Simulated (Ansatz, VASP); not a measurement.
Si: VASP beside Ansatz

```xyz
1
Lattice="-1.2627 1.2627 1.2627 1.2627 -1.2627 1.2627 1.2627 1.2627 -1.2627" Properties=species:S:1:pos:R:3 pbc="T T T"
Si    0.0000    0.0000    0.0000
```

Change from the starting cell: volume scaled by 0.55, PAW files.

Alike in both runs: task single point; functional PBE; k mesh 17 × 17 × 17; occupations fermi-dirac, width 0.05 eV; no spin polarisation.

|  | VASP | Ansatz |
| --- | --- | --- |
| version | VASP 6.6.1 | Ansatz 0.2.0 |
| potentials or method | VASP PAW PBE potentials, release 64 (Si) | PAW with Ansatz's default frozen-core files, scalar-relativistic |
| plane-wave cutoff (eV) | 520 | 420 |
| valence electrons in the cell | 4 | 4 |

|  | VASP | Ansatz | Ansatz less VASP |
| --- | --- | --- | --- |
| pressure (GPa) | 193.3 | 194.2 | +0.90 |

Both programs put the cell under a high pressure, so it lies far from rest at this level.

Noted on VASP's run: the cell as given lies far from equilibrium.
